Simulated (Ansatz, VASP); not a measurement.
# One calculation of AlNi, two programs

```
CELL_PARAMETERS angstrom
2.14474 -2.14471 0.00000
2.14474 2.14471 0.00000
0.00000 0.00000 3.13250
ATOMIC_POSITIONS crystal
Al 0.00000 0.00000 0.00000
Ni 0.50000 0.50000 0.50000
```

Alike in both runs: task single point; functional PBE; k mesh 16 × 16 × 16; occupations gaussian, width 0.15 eV; no spin polarisation.

|  | VASP | Ansatz |
| --- | --- | --- |
| version | VASP 6.6.1 | Ansatz 0.2.0 |
| potentials or method | VASP PAW PBE potentials, release 64 (Al, Ni), cutoff 520 eV | scalar-relativistic, plane waves, PAW |
| valence electrons in the cell | 13 | 21 |

```csv
,VASP,Ansatz,Ansatz less VASP
gap on the k mesh at the Fermi level (eV),none,none,-
pressure (GPa),-18.7,-18.9,-0.14
"traceless stress, the component that is largest in VASP (GPa)",-0.77,-0.74,+0.023
```

A gap of «none» marks a metal or a gap that the smearing closes. With one functional, cell and mesh, what is left measures potentials, basis and numerics. VASP's potentials hold 13 valence electrons a cell and Ansatz's 21, so a difference there can come from the potentials and not from the codes. Ansatz's warnings: near symmetry operations not taken.
